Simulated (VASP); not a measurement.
Runs of VASP 6.6.1 on CdSe. The structure is that of space group F-43m (No. 216), or close to it. The cells are those of the table. 

```tsv
task	cell	cutoff (eV)	gap on the mesh (eV)	pressure (GPa)	largest force (eV/Å)
electric field gradients	a = 4.386 Å, angles 58.7°, 2 atoms	520	0.53	1.7	0.19
single point	a = 4.364, b = 4.364, c = 4.385 Å, angles 59.8, 59.8, 60.3°, 2 atoms	520	0.49	0.6	-
single point	a = 4.364 Å, angles 59.3°, 2 atoms	520	0.54	(b)	0.10
electric field gradients	a = 4.278 Å, angles 62.0°, 2 atoms	520	0.52	1.8	0.38
electric field gradients	a = 4.299 Å, angles 61.3°, 2 atoms	400	0.52	(a)	0.24
electric field gradients	a = 4.299, b = 4.299, c = 4.255 Å, angles 60.3, 60.3, 59.3°, 2 atoms	400	0.61	3.5	-
single point	a = 4.408 Å, angles 58.0°, 2 atoms	520	0.52	1.8	0.27
single point	a = 4.386 Å, angles 58.7°, 2 atoms	520	0.53	1.7	0.19
```

Alike in all rows: level PBE; potentials or basis VASP PAW PBE potentials, release 64 (Cd, Se); no spin polarisation; k mesh 8 × 8 × 8; smearing fermi-dirac 0.03 eV.

**Question.** Estimate the missing entries.

**Answer.** (a) 1.3; (b) 1.6.

Caveats: the cell stands under pressure (at least some runs).

A k mesh can miss the band edges, and the runs leave out spin-orbit coupling on Cd, Se.
